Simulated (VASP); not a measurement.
# CuI (Fm-3m) in VASP: notebook

The runs below take CuI through single point, with r2SCAN.

Program: VASP 6.6.1. These are calculated values, not measurements. Logs are shortened: lines on timing, memory, paths and dates and some standing lists are left out, and cuts for length are marked.

**1. The cell of the first run**

It takes space group Fm-3m (No. 225, cubic). Conventional cell: a = 5.596 Å, b = 5.596 Å, c = 5.596 Å, α = 90.00°, β = 90.00°, γ = 90.00°. Cu (site symmetry m-3m) has 6 I at 2.80 Å within 3.7 Å. Within 3.7 Å of I (site symmetry m-3m) lie 6 Cu at 2.80 Å.

**2. Single point, r2SCAN (volume changed by -6%)**

Contents of POSCAR:

```
CuI
1.0
    0.0000000000      2.7978060284      2.7978060284
    2.7978060284      0.0000000000      2.7978060284
    2.7978060284      2.7978060284      0.0000000000
Cu I
1 1
Direct
    0.0000000000      0.0000000000      0.0000000000
    0.5000000000      0.5000000000      0.5000000000
```

Contents of INCAR.step1:

```
SYSTEM = CuI
ALGO     = Normal         ! electronic algorithm
EDIFF    = 1E-4           ! SCF threshold, eV
ENCUT    = 520            ! plane-wave cutoff, eV
GGA      = PE             ! functional
ISMEAR   = -1             ! smearing method
LASPH    = .True.         ! aspherical terms in the spheres
LCHARG   = .False.        ! write CHGCAR
LREAL    = .False.        ! projectors in reciprocal space
LWAVE    = .True.         ! write WAVECAR
NBANDS   = 16             ! bands
NELM     = 80             ! most SCF steps
PREC     = Accurate       ! precision mode
SIGMA    = 0.02           ! smearing width, eV
```

Contents of INCAR.step2:

```
SYSTEM = CuI
ALGO     = Normal         ! electronic algorithm
EDIFF    = 1E-7           ! SCF threshold, eV
ENCUT    = 520            ! plane-wave cutoff, eV
ISIF     = 2              ! what is computed and relaxed
ISMEAR   = -1             ! smearing method
ISTART   = 1            
LASPH    = .True.         ! aspherical terms in the spheres
LCHARG   = .False.        ! write CHGCAR
LMIXTAU  = .True.       
LREAL    = .False.        ! projectors in reciprocal space
LWAVE    = .False.        ! write WAVECAR
METAGGA  = R2SCAN         ! meta-GGA
NBANDS   = 16             ! bands
NELM     = 80             ! most SCF steps
PREC     = Accurate       ! precision mode
SIGMA    = 0.02           ! smearing width, eV
```

Contents of KPOINTS:

```
k-points
0
Gamma
  6 6 6
  0 0 0
```

Potentials or basis: VASP PAW PBE potentials, release 64 (Cu, I).

On the command line:

```sh
$ cat potpaw_PBE.64/Cu/POTCAR potpaw_PBE.64/I/POTCAR > POTCAR
$ cp INCAR.step1 INCAR
$ mpirun -np 1 vasp_std > vasp.out
$ cp INCAR.step2 INCAR
$ mpirun -np 1 vasp_std > vasp.out
```

OUTCAR:

```text
SYSTEM = CuI
   EDIFF = 1E-7
   ENCUT = 520
   ISIF = 2
   ISMEAR = -1
   ISTART = 1
   LASPH = .True.
   LREAL = .False.
   METAGGA = R2SCAN
   NELM = 80
   PREC = Accurate

 ion  position               nearest neighbor table
   1  0.000  0.000  0.000-   2 2.80   2 2.80   2 2.80   2 2.80   2 2.80   2 2.80
   2  0.500  0.500  0.500-   1 2.80   1 2.80   1 2.80   1 2.80   1 2.80   1 2.80

  LATTYP: Found a face centered cubic cell.
 ALAT       =     5.5956120568

  Lattice vectors:

 A1 = (   0.0000000000,   2.7978060284,   2.7978060284)
 A2 = (   2.7978060284,   0.0000000000,   2.7978060284)
 A3 = (   2.7978060284,   2.7978060284,   0.0000000000)

Analysis of symmetry for initial positions (statically):
=====================================================================
 Subroutine PRICEL returns:
 Original cell was already a primitive cell.

 Routine SETGRP: Setting up the symmetry group for a
 face centered cubic supercell.

 Subroutine GETGRP returns: Found 48 space group operations
 (whereof 48 operations were pure point group operations)
 out of a pool of 48 trial point group operations.

The static configuration has the point symmetry O_h .

Analysis of symmetry for dynamics (positions and initial velocities):
=====================================================================
 Subroutine PRICEL returns:
 Original cell was already a primitive cell.

 Routine SETGRP: Setting up the symmetry group for a
 face centered cubic supercell.

 Subroutine GETGRP returns: Found 48 space group operations
 (whereof 48 operations were pure point group operations)
 out of a pool of 48 trial point group operations.

The dynamic configuration has the point symmetry O_h .

 Subroutine INISYM returns: Found 48 space group operations
 (whereof 48 operations are pure point group operations),
 and found     1 'primitive' translations

----------------------------------------------------------------------------------------

                                     Primitive cell

  volume of cell :      43.8009

  direct lattice vectors                    reciprocal lattice vectors
     0.000000000  2.797806028  2.797806028    -0.178711460  0.178711460  0.178711460
     2.797806028  0.000000000  2.797806028     0.178711460 -0.178711460  0.178711460
     2.797806028  2.797806028  0.000000000     0.178711460  0.178711460 -0.178711460

  length of vectors
     3.956695230  3.956695230  3.956695230     0.309537329  0.309537329  0.309537329

  position of ions in fractional coordinates (direct lattice)
[... 70 lines left out ...]
   EDIFF  = 0.1E-06   stopping-criterion for ELM
   LREAL  =      F    real-space projection
   EDIFFG = 0.1E-05   stopping-criterion for IOM
   NSW    =      0    number of steps for IOM
   IBRION =     -1    ionic relax: 0-MD 1-quasi-New 2-CG
   NFREE  =      0    steps in history (QN), initial steepest desc. (CG)
   ISIF   =      2    stress and relaxation
   ISYM   =      2    0-nonsym 1-usesym 2-fastsym
   POTIM  = 0.5000    time-step for ionic-motion
   TEBEG  =    0.0;   TEEND  =   0.0 temperature during run
   PSTRESS=    0.0 pullay stress
   NELECT =      18.0000    total number of electrons
   NUPDOWN=      -1.0000    fix difference up-down
   EMIN   =  10.00;   EMAX   =-10.00  energy-range for DOS
   EFERMI =   0.00;   METHOD = LEGACY
   ISMEAR =    -1;   SIGMA  =   0.02  broadening in eV -4-tet -1-fermi 0-gaus
   EFERMI_NEDOS =   21; number of points for ismear=-14 and -15
   IALGO  =     38    algorithm
   IMIX   =      4    mixing-type and parameters
     AMIX     =   0.40;   BMIX     =  1.00
     AMIX_MAG =   1.60;   BMIX_MAG =  1.00
  volume/ion in A,a.u.               =      21.90       147.79
  Fermi-wavevector in a.u.,A,eV,Ry     =   1.217133  2.300048 20.155847  1.481413
  Thomas-Fermi vector in A             =   2.352464
   LORBIT       =      0    0 simple, 1 ext, 2 COOP (PROOUT), +10 PAW based schemes
   METAGGA = R2SCAN    functional components
   LHFCALC =     F    Hartree Fock is set to
   AEXX    =    0.0000 exact exchange contribution
   IVDW    =     0    specifies the selected vdW correction
   LEPSILON=     F    determine dielectric tensor
   LRPA    =     F    only Hartree local field effects (RPA)
 non-spin polarized calculation
  energy-cutoff  :      520.00
  volume of cell :       43.80
 maximum number of plane-waves:      1243
 NGX is ok and might be reduce to    30
   NGX = 15   NGY = 15   NGZ = 15

 number of electron      18.0000002 magnetization

 Free energy of the ion-electron system (eV)
  ---------------------------------------------------
  ext. energy  EPLUGINS =         0.00000000
  ---------------------------------------------------
  free energy    TOTEN  =       -35.30887440 eV

  energy without entropy =      -35.30786107  energy(sigma->0) =      -35.30836774

 E-fermi :   6.9863     XC(G=0): -10.8568

 val. band max:        6.9758452049   @ k =   0.5000   0.0000   0.0000
 cond. band min:       7.9072696682   @ k =   0.3333   0.3333   0.0000
 fundamental gap:      0.9314244634
 Fermi energy:         6.9862700559

 k-point     1 :       0.0000    0.0000    0.0000
  band No.  band energies     occupation
      1      -8.2940      2.00000
      2       4.7256      2.00000
      3       4.7256      2.00000
      4       4.7660      2.00000
      5       4.7661      2.00000
      6       4.7661      2.00000
[... 281 lines left out ...]
      3       2.2039      2.00000
      4       2.2270      2.00000
      5       4.9131      2.00000
      6       5.0891      2.00000
[... 8 lines left out ...]
     15      20.4119      0.00000
     16      21.3774      0.00000

------------------------ aborting loop because EDIFF is reached ----------------------------------------

  FORCE on cell =-STRESS in cart. coord.  units (eV):
  Direction    XX          YY          ZZ          XY          YZ          ZX
  --------------------------------------------------------------------------------------
  -------------------------------------------------------------------------------------
  Total        0.9772432      0.9772432      0.9772432      0.0000000      0.0000000      0.0000000
  in kB       35.7462444     35.7462444     35.7462444      0.0000000      0.0000000      0.0000000
  external PRESSURE =      35.7462444 kB  Pullay stress =       0.0000000 kB

 VOLUME and BASIS-vectors are now :
 -----------------------------------------------------------------------------
  energy-cutoff  :      520.00
  volume of cell :       43.80
      direct lattice vectors                 reciprocal lattice vectors
     0.000000000  2.797806028  2.797806028    -0.178711460  0.178711460  0.178711460
     2.797806028  0.000000000  2.797806028     0.178711460 -0.178711460  0.178711460
     2.797806028  2.797806028  0.000000000     0.178711460  0.178711460 -0.178711460

 POSITION                                       TOTAL-FORCE (eV/Angst)
 -----------------------------------------------------------------------------------
      0.00000      0.00000      0.00000         0.000000      0.000000     -0.000000
      2.79781      2.79781      2.79781         0.000000      0.000000      0.000000
 -----------------------------------------------------------------------------------
    total drift:                               -0.000000      0.000000      0.000000

  FREE ENERGIE OF THE ION-ELECTRON SYSTEM (eV)
  ---------------------------------------------------
  free  energy   TOTEN  =       -35.3088744047 eV

  energy  without entropy=      -35.3078610670  energy(sigma->0) =      -35.30836774
```

OUTCAR.step1:

```text
SYSTEM = CuI
   EDIFF = 1E-4
   ENCUT = 520
   GGA = PE
   ISMEAR = -1
   LASPH = .True.
   LREAL = .False.
[... 513 lines left out ...]
      0.00000      0.00000      0.00000         0.000000     -0.000000      0.000000
      2.79781      2.79781      2.79781        -0.000000      0.000000     -0.000000
 -----------------------------------------------------------------------------------
    total drift:                               -0.000000      0.000000      0.000000

  FREE ENERGIE OF THE ION-ELECTRON SYSTEM (eV)
  ---------------------------------------------------
  free  energy   TOTEN  =        -5.0526942176 eV

  energy  without entropy=       -5.0516869791  energy(sigma->0) =       -5.05219060
```

Wall time 70 s (1 thread of Intel Xeon Platinum 8259CL at 2.50GHz (Skylake/Cascade Lake), shared host); peak memory 0.17 GiB.

What came out:

| Property | Result |
| --- | --- |
| Free energy | -35.3089 eV |
| Pressure | 3.6 GPa |
| Band gap on the k mesh | zero (band 9 reaches 6.98 eV, above the bottom of band 10 at 6.74 eV) |

Levels at points of the mesh, in eV from the Fermi level:
| k point | band 7 | band 8 | band 9 | band 10 | band 11 | band 12 |
| --- | --- | --- | --- | --- | --- | --- |
| (0.00, 0.00, 0.00) | -2.05 | -2.05 | -2.05 | 1.83 | 7.70 | 7.70 |
| (0.50, 0.00, 0.00) | -1.86 | -0.01 | -0.01 | 3.18 | 4.65 | 4.65 |
| (0.50, 0.50, 0.00) | -1.88 | -1.88 | -1.73 | -0.25 | 4.57 | 11.18 |

Caveat: the cell differs from its parent crystal (volume changed by -6%); the PAW data sets were made with another functional, which shifts forces and pressure a little; spin-orbit coupling is left out, which moves the levels of the heavy elements; semilocal functionals often make such compounds metallic where correlation or magnetic order opens a gap, which also shifts bond lengths.

**3. Single point, r2SCAN (volume changed by -3%)**

Contents of POSCAR:

```
CuI
1.0
    0.0000000000      2.8272587826      2.8272587826
    2.8272587826      0.0000000000      2.8272587826
    2.8272587826      2.8272587826      0.0000000000
Cu I
1 1
Direct
    0.0000000000      0.0000000000      0.0000000000
    0.5000000000      0.5000000000      0.5000000000
```

Contents of INCAR.step1:

```
SYSTEM = CuI
  PREC = Accurate
  ENCUT = 520
  ISMEAR = -1
  SIGMA = 0.02
  LREAL = .False.
  LASPH = .True.
  NELM = 100
  NBANDS = 16
  GGA = PE
  ALGO = Normal
  EDIFF = 1E-4
  LWAVE = .True.
  LCHARG = .False.
```

Contents of INCAR.step2:

```
SYSTEM = CuI
  PREC = Accurate
  ENCUT = 520
  EDIFF = 1E-6
  ISMEAR = -1
  SIGMA = 0.02
  LREAL = .False.
  LASPH = .True.
  NELM = 100
  ALGO = Normal
  ISIF = 2
  LWAVE = .False.
  LCHARG = .True.
  METAGGA = R2SCAN
  LMIXTAU = .True.
  LELF = .True.
  LVHAR = .True.
  NBANDS = 16
  ISTART = 1
```

Contents of KPOINTS:

```
Automatic mesh
0
Gamma
  6 6 6
  0 0 0
```

Potentials or basis: VASP PAW PBE potentials, release 64 (Cu, I).

On the command line:

```sh
$ cat potpaw_PBE.64/Cu/POTCAR potpaw_PBE.64/I/POTCAR > POTCAR
$ cp INCAR.step1 INCAR
$ mpirun -np 1 vasp_std > vasp.out
$ cp INCAR.step2 INCAR
$ mpirun -np 1 vasp_std > vasp.out
```

OUTCAR:

```text
SYSTEM = CuI
   PREC = Accurate
   ENCUT = 520
   EDIFF = 1E-6
   ISMEAR = -1
   LREAL = .False.
   LASPH = .True.
   NELM = 100
   ISIF = 2
   METAGGA = R2SCAN
   ISTART = 1

 ion  position               nearest neighbor table
   1  0.000  0.000  0.000-   2 2.83   2 2.83   2 2.83   2 2.83   2 2.83   2 2.83
   2  0.500  0.500  0.500-   1 2.83   1 2.83   1 2.83   1 2.83   1 2.83   1 2.83

  LATTYP: Found a face centered cubic cell.
 ALAT       =     5.6545175652

[... 480 lines left out ...]
     16      20.8102      0.00000

------------------------ aborting loop because EDIFF is reached ----------------------------------------

  FORCE on cell =-STRESS in cart. coord.  units (eV):
  Direction    XX          YY          ZZ          XY          YZ          ZX
  --------------------------------------------------------------------------------------
  -------------------------------------------------------------------------------------
  Total        0.4420493      0.4420493      0.4420493      0.0000000      0.0000000      0.0000000
  in kB       15.6694795     15.6694795     15.6694795      0.0000000      0.0000000      0.0000000
  external PRESSURE =      15.6694795 kB  Pullay stress =       0.0000000 kB

 VOLUME and BASIS-vectors are now :
 -----------------------------------------------------------------------------
  energy-cutoff  :      520.00
  volume of cell :       45.20
      direct lattice vectors                 reciprocal lattice vectors
     0.000000000  2.827258783  2.827258783    -0.176849747  0.176849747  0.176849747
     2.827258783  0.000000000  2.827258783     0.176849747 -0.176849747  0.176849747
     2.827258783  2.827258783  0.000000000     0.176849747  0.176849747 -0.176849747

 POSITION                                       TOTAL-FORCE (eV/Angst)
 -----------------------------------------------------------------------------------
      0.00000      0.00000      0.00000        -0.000000      0.000000     -0.000000
      2.82726      2.82726      2.82726         0.000000     -0.000000      0.000000
 -----------------------------------------------------------------------------------
    total drift:                               -0.000000      0.000000      0.000000

  FREE ENERGIE OF THE ION-ELECTRON SYSTEM (eV)
  ---------------------------------------------------
  free  energy   TOTEN  =       -35.3314835686 eV

  energy  without entropy=      -35.3304480334  energy(sigma->0) =      -35.33096580
```

OSZICAR.step1:

```text
N       E                     dE             d eps       ncg     rms          rms(c)
DAV:   1     0.998761182681E+02    0.99876E+02   -0.82120E+03   512   0.131E+03
DAV:   2     0.106907468743E+01   -0.98807E+02   -0.91386E+02   560   0.239E+02
DAV:   3    -0.512987323823E+01   -0.61989E+01   -0.61077E+01   664   0.631E+01
DAV:   4    -0.528980972665E+01   -0.15994E+00   -0.15987E+00   672   0.899E+00
DAV:   5    -0.529476126556E+01   -0.49515E-02   -0.49514E-02   760   0.164E+00    0.698E+00
DAV:   6    -0.521808089882E+01    0.76680E-01   -0.26794E+00   544   0.417E+01    0.418E+00
DAV:   7    -0.508176837395E+01    0.13631E+00   -0.67378E-01   552   0.256E+01    0.228E+00
DAV:   8    -0.508269897490E+01   -0.93060E-03   -0.20234E-02   720   0.135E+00    0.585E-01
DAV:   9    -0.508122763843E+01    0.14713E-02   -0.52309E-03   680   0.206E+00    0.106E-01
DAV:  10    -0.508126878083E+01   -0.41142E-04   -0.48312E-04   664   0.192E-01
   1 F= -.50812688E+01 E0= -.50807560E+01  d E =-.102558E-02
```

Wall time 52 s (1 thread of Intel Xeon Platinum 8259CL at 2.50GHz (Skylake/Cascade Lake), shared host); peak memory 0.17 GiB.

Results:

| Item | Value |
| --- | --- |
| Free energy | -35.3315 eV |
| Pressure | 1.6 GPa |
| Band gap on the k mesh | zero (band 9 reaches 6.55 eV, above the bottom of band 10 at 6.38 eV) |

Levels at points of the mesh, in eV from the Fermi level:
| k point | band 5 | band 6 | band 7 | band 8 | band 9 | band 10 | band 11 | band 12 | band 13 | band 14 |
| --- | --- | --- | --- | --- | --- | --- | --- | --- | --- | --- |
| (0.00, 0.00, 0.00) | -2.07 | -2.07 | -2.01 | -2.01 | -2.01 | 1.68 | 7.72 | 7.72 | 7.72 | 9.43 |
| (0.50, 0.00, 0.00) | -1.84 | -1.84 | -1.74 | -0.01 | -0.01 | 3.22 | 4.72 | 4.72 | 6.38 | 11.60 |
| (0.50, 0.50, 0.00) | -2.35 | -1.99 | -1.76 | -1.76 | -1.62 | -0.18 | 4.65 | 11.00 | 11.00 | 11.51 |

Caveat: the cell differs from its parent crystal (volume changed by -3%); the PAW data sets were made with another functional, which shifts forces and pressure a little; spin-orbit coupling is left out, which moves the levels of the heavy elements; semilocal functionals often make such compounds metallic where correlation or magnetic order opens a gap, which also shifts bond lengths.

**4. Single point, r2SCAN**

This run uses another cell than the first one, of 23.30 Å³/atom, 1.064 times its volume.

Contents of POSCAR:

```
CuI
1.0
    0.0000000000      2.8561103547      2.8561103547
    2.8561103547      0.0000000000      2.8561103547
    2.8561103547      2.8561103547      0.0000000000
Cu I
1 1
Direct
    0.0000000000      0.0000000000      0.0000000000
    0.5000000000      0.5000000000      0.5000000000
```

Contents of INCAR.step1:

```
SYSTEM = CuI
PREC     = Accurate       ! precision mode
ENCUT    = 520            ! plane-wave cutoff, eV
ISMEAR   = -1             ! smearing method
SIGMA    = 0.02           ! smearing width, eV
LREAL    = .False.        ! projectors in reciprocal space
LASPH    = .True.         ! aspherical terms in the spheres
NELM     = 60             ! most SCF steps
NBANDS   = 16             ! bands
GGA      = PE             ! functional
ALGO     = Normal         ! electronic algorithm
EDIFF    = 1E-4           ! SCF threshold, eV
LWAVE    = .True.         ! write WAVECAR
LCHARG   = .False.        ! write CHGCAR
```

Contents of INCAR.step2:

```
SYSTEM = CuI
PREC     = Accurate       ! precision mode
ENCUT    = 520            ! plane-wave cutoff, eV
EDIFF    = 1E-6           ! SCF threshold, eV
ISMEAR   = -1             ! smearing method
SIGMA    = 0.02           ! smearing width, eV
LREAL    = .False.        ! projectors in reciprocal space
LASPH    = .True.         ! aspherical terms in the spheres
NELM     = 60             ! most SCF steps
ALGO     = Normal         ! electronic algorithm
ISIF     = 2              ! what is computed and relaxed
LWAVE    = .False.        ! write WAVECAR
LCHARG   = .False.        ! write CHGCAR
METAGGA  = R2SCAN         ! meta-GGA
LMIXTAU  = .True.       
NBANDS   = 16             ! bands
ISTART   = 1
```

KPOINTS is that of step 3.

On the command line:

```sh
$ cat potpaw_PBE.64/Cu/POTCAR potpaw_PBE.64/I/POTCAR > POTCAR
$ cp INCAR.step1 INCAR
$ mpirun -np 1 vasp_std > vasp.out
$ cp INCAR.step2 INCAR
$ mpirun -np 1 vasp_std > vasp.out
```

It took 50 s on 1 thread of Intel Xeon Platinum 8259CL at 2.50GHz (Skylake/Cascade Lake), shared host; peak memory 0.17 GiB.

It converged, with:

| Property | Result |
| --- | --- |
| Free energy | -35.3380 eV |
| Pressure | -0.1 GPa |
| Band gap on the k mesh | zero (band 9 reaches 6.14 eV, above the bottom of band 10 at 6.04 eV) |

Levels at points of the mesh, in eV from the Fermi level:
```
           k point  band 6  band 7  band 8  band 9  band 10  band 11  band 12  band 13
(0.00, 0.00, 0.00)   -1.97   -1.94   -1.94   -1.94     1.55     7.73     7.73     7.73
(0.50, 0.00, 0.00)   -1.72   -1.62   -0.01   -0.01     3.26     4.79     4.79     6.22
(0.50, 0.50, 0.00)   -1.86   -1.65   -1.65   -1.52    -0.12     4.72    10.82    10.82
```

Caveat: the PAW data sets were made with another functional, which shifts forces and pressure a little; spin-orbit coupling is left out, which moves the levels of the heavy elements; semilocal functionals often make such compounds metallic where correlation or magnetic order opens a gap, which also shifts bond lengths.

**5. The runs side by side**

```csv
cell,gap on the mesh (eV),pressure (GPa)
"a = 3.957 Å, angles 60.0°, 2 atoms",none,3.6
"a = 3.998 Å, angles 60.0°, 2 atoms",none,1.6
"a = 4.039 Å, angles 60.0°, 2 atoms",none,-0.1
```

Alike in all rows: task single point; level r2SCAN; potentials or basis VASP PAW PBE potentials, release 64 (Cu, I); no spin polarisation; k mesh 6 × 6 × 6; cutoff (eV) 520; smearing fermi-dirac 0.02 eV.

Caveats: the PAW data sets were made with another functional, which shifts forces and pressure a little; spin-orbit coupling is left out, which moves the levels of the heavy elements; semilocal functionals often make such compounds metallic where correlation or magnetic order opens a gap, which also shifts bond lengths.

Total energies depend on the potentials used, so only differences within one code and one set of settings carry meaning.
